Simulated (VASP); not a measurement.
# InAs in VASP: a series of runs, part 2 of 2

VASP 6.6.1. The steps go on from the part before.

### 3 Single point, PBE

File INCAR:

```
PREC = Accurate ; ENCUT = 520
EDIFF = 1E-6 ; ISMEAR = -1
SIGMA = 0.02 ; LREAL = F
LASPH = T ; NELM = 60
ALGO = Normal ; ISIF = 2
LWAVE = F ; LCHARG = F
LDIPOL = T ; IDIPOL = 3
DIPOL = 0.5 0.5 0.500 ; GGA = PE
NBANDS = 36
```

File KPOINTS:

```
regular mesh
0
Gamma
  6 4 1
```

File POSCAR:

```
InAs
1.0
    4.3748353786      0.0000000000      0.0000000000
    0.0000000000      6.1869515256      0.0000000000
    0.0000000000      0.0000000000     20.3748000000
In As
3 3
Direct
    0.2500000000      0.1250000000      0.3926410228
    0.7500000000      0.6250000000      0.5000000000
    0.2500000000      0.1250000000      0.6073589772
    0.7500000000      0.8750000000      0.3926410228
    0.2500000000      0.3750000000      0.5000000000
    0.7500000000      0.8750000000      0.6073589772
```

Potentials or basis: VASP PAW PBE potentials, release 64 (In_d, As).

Launch:

```bash
cat potpaw_PBE.64/In_d/POTCAR potpaw_PBE.64/As/POTCAR > POTCAR
mpirun -np 1 vasp_std > vasp.out
```

OUTCAR:

```text
PREC = Accurate
   ENCUT = 520
   EDIFF = 1E-6
   ISMEAR = -1
   LREAL = F
   LASPH = T
   NELM = 60
   ISIF = 2
   GGA = PE

 ion  position               nearest neighbor table
   1  0.250  0.125  0.393-   5 2.68   4 2.68   4 2.68
   2  0.750  0.625  0.500-   4 2.68   6 2.68   5 2.68   5 2.68
   3  0.250  0.125  0.607-   5 2.68   6 2.68   6 2.68
   4  0.750  0.875  0.393-   2 2.68   1 2.68   1 2.68
   5  0.250  0.375  0.500-   1 2.68   3 2.68   2 2.68   2 2.68
   6  0.750  0.875  0.607-   2 2.68   3 2.68   3 2.68

  LATTYP: Found a simple orthorhombic cell.
 ALAT       =     4.3748353786
 B/A-ratio  =     1.4142135624
 C/A-ratio  =     4.6572723855

  Lattice vectors:

 A1 = (   4.3748353786,   0.0000000000,   0.0000000000)
 A2 = (   0.0000000000,   6.1869515256,   0.0000000000)
 A3 = (   0.0000000000,   0.0000000000,  20.3748000000)

Analysis of symmetry for initial positions (statically):
=====================================================================
 Subroutine PRICEL returns:
 Original cell was already a primitive cell.

 Routine SETGRP: Setting up the symmetry group for a
 simple orthorhombic supercell.

 Subroutine GETGRP returns: Found  4 space group operations
 (whereof  2 operations were pure point group operations)
 out of a pool of  8 trial point group operations.

The static configuration has the point symmetry C_1h.
 The point group associated with its full space group is C_2v.

Analysis of symmetry for dynamics (positions and initial velocities):
=====================================================================
 Subroutine PRICEL returns:
 Original cell was already a primitive cell.

 Routine SETGRP: Setting up the symmetry group for a
 simple orthorhombic supercell.

 Subroutine GETGRP returns: Found  4 space group operations
 (whereof  2 operations were pure point group operations)
 out of a pool of  8 trial point group operations.

The dynamic configuration has the point symmetry C_1h.
[... 122 lines left out ...]
   AEXX    =    0.0000 exact exchange contribution
   IVDW    =     0    specifies the selected vdW correction
   LEPSILON=     F    determine dielectric tensor
   LRPA    =     F    only Hartree local field effects (RPA)
 non-spin polarized calculation
  energy-cutoff  :      520.00
  volume of cell :      551.48
 maximum number of plane-waves:     14890
 NGX is ok and might be reduce to    36
   NGX = 17   NGY = 23   NGZ = 75

 dipolmoment           0.000000      0.000000      0.000000 electrons x Angstroem

 number of electron      53.9999982 magnetization

 dipolmoment           0.000000      0.000000     -0.000000 electrons x Angstroem

 Free energy of the ion-electron system (eV)
  ---------------------------------------------------
  ext. energy  EPLUGINS =         0.00000000
  ---------------------------------------------------
  free energy    TOTEN  =       -20.41164621 eV

  energy without entropy =      -20.40590202  energy(sigma->0) =      -20.40877412

 E-fermi :  -1.7862     XC(G=0):  -3.5529

 val. band max:       -1.8037240240   @ k =   0.5000   0.2500   0.0000
 cond. band min:      -1.7771517159   @ k =   0.5000   0.5000   0.0000
 fundamental gap:      0.0265723081
 Fermi energy:        -1.7861732867

 k-point     1 :       0.0000    0.0000    0.0000
  band No.  band energies     occupation
      1     -16.4399      2.00000
      2     -16.3869      2.00000
      3     -16.3790      2.00000
      4     -16.3691      2.00000
      5     -16.3224      2.00000
      6     -16.3201      2.00000
[... 457 lines left out ...]
     35       2.8381      0.00000
     36       3.5250      0.00000

------------------------ aborting loop because EDIFF is reached ----------------------------------------

 vacuum level on the upper side and lower side of the slab       (xc-potential included)        -0.072        -0.072

  FORCE on cell =-STRESS in cart. coord.  units (eV):
  Direction    XX          YY          ZZ          XY          YZ          ZX
  --------------------------------------------------------------------------------------
  -------------------------------------------------------------------------------------
  Total       -1.9104989     -2.4269501      1.8311851      0.0000000      0.0000000      0.0000000
  in kB       -5.5504168     -7.0508202      5.3199927      0.0000000      0.0000000      0.0000000
  external PRESSURE =      -2.4270814 kB  Pullay stress =       0.0000000 kB

 VOLUME and BASIS-vectors are now :
 -----------------------------------------------------------------------------
  energy-cutoff  :      520.00
  volume of cell :      551.48
      direct lattice vectors                 reciprocal lattice vectors
     4.374835379  0.000000000  0.000000000     0.228580030  0.000000000  0.000000000
     0.000000000  6.186951526  0.000000000     0.000000000  0.161630489  0.000000000
     0.000000000  0.000000000 20.374800000     0.000000000  0.000000000  0.049080236

 POSITION                                       TOTAL-FORCE (eV/Angst)
 -----------------------------------------------------------------------------------
      1.09371      0.77337      7.99998         0.000000     -0.952408      0.649923
      3.28113      3.86684     10.18740         0.000000      0.536769      0.000000
      1.09371      0.77337     12.37482         0.000000     -0.952408     -0.649923
      3.28113      5.41358      7.99998        -0.000000      0.344567     -1.077166
      1.09371      2.32011     10.18740         0.000000      0.678912      0.000000
      3.28113      5.41358     12.37482         0.000000      0.344567      1.077166
 -----------------------------------------------------------------------------------
    total drift:                                0.000000      0.000255     -0.000000

  FREE ENERGIE OF THE ION-ELECTRON SYSTEM (eV)
  ---------------------------------------------------
  free  energy   TOTEN  =       -20.4116462101 eV

  energy  without entropy=      -20.4059020201  energy(sigma->0) =      -20.40877412

 vacuum level on the upper side and lower side of the slab         2.705         2.705
```

Run time: 4.1 min. Hardware: 1 thread of Intel Xeon 6975P-C (Granite Rapids), shared host; peak memory 0.69 GiB.

Results:

- Free energy: -20.4116 eV
- Largest force: 1.153 eV/Å
- Band gap on the k mesh: 0.03 eV (least direct gap 0.05 eV)

Forces in eV/Å, atoms in the order of the input:
```
In   0.000 -0.952  0.650
In   0.000  0.537  0.000
In   0.000 -0.952 -0.650
As   0.000  0.345 -1.077
As   0.000  0.679  0.000
As   0.000  0.345  1.077
```

Caveat: semilocal functionals underestimate gaps, and a narrow one can read as zero; spin-orbit coupling is left out, which moves the levels of the heavy elements.

### 4 Single point, PBE

File INCAR:

```
SYSTEM = InAs
PREC = Accurate ; ENCUT = 520
EDIFF = 1E-6 ; ISMEAR = -1
SIGMA = 0.02 ; LREAL = .FALSE.
LASPH = .TRUE. ; NELM = 60
ALGO = Normal ; ISIF = 2
LWAVE = .FALSE. ; LCHARG = .FALSE.
LDIPOL = .TRUE. ; IDIPOL = 3
DIPOL = 0.5 0.5 0.500 ; GGA = PE
NBANDS = 36
```

File KPOINTS:

```
regular mesh
0
G
  6 4 1
  0 0 0
```

File POSCAR:

```
InAs
1.0
    4.3748353786      0.0000000000      0.0000000000
    0.0000000000      6.1869515256      0.0000000000
    0.0000000000      0.0000000000     20.3748000000
In As
3 3
Direct
    0.2500000000      0.0890378777      0.4118285169
    0.7500000000      0.6713863124      0.4999959551
    0.2500000000      0.0890345634      0.5881757522
    0.7500000000      0.8696199484      0.3804418718
    0.2500000000      0.4113088094      0.5000038223
    0.7500000000      0.8696124887      0.6195540817
```

Launch:

```bash
cat potpaw_PBE.64/In_d/POTCAR potpaw_PBE.64/As/POTCAR > POTCAR
mpirun -np 1 vasp_std > vasp.out
```

Run time: 3.7 min. Hardware: 1 thread of Intel Xeon 6975P-C (Granite Rapids), shared host; peak memory 0.69 GiB.

It converged, with:

```yaml
Free_energy: -21.5237 eV
Largest_force: 0.012 eV/Å
Band_gap_on_the_k_mesh: 0.55 eV (least direct gap 0.83 eV)
```

Forces on the atoms (eV/Å):
```
In   0.000  0.001  0.001
In   0.000  0.004  0.000
In   0.000  0.001 -0.001
As   0.000 -0.004 -0.011
As   0.000  0.002  0.000
As   0.000 -0.004  0.011
```

Levels at points of the mesh, in eV from the valence-band top:
```csv
k point,band 25,band 26,band 27,band 28,band 29,band 30
"(0.00, 0.00, 0.00)",-0.71,-0.61,0.00,0.83,1.76,2.07
"(0.50, 0.00, 0.00)",-1.22,-1.22,-0.58,0.55,1.91,2.28
"(0.00, 0.50, 0.00)",-0.77,-0.68,-0.39,0.96,1.44,1.97
"(0.50, 0.50, 0.00)",-1.50,-0.53,-0.51,0.75,2.45,2.72
```

Caveat: semilocal functionals underestimate gaps, and a narrow one can read as zero; spin-orbit coupling is left out, which moves the levels of the heavy elements.
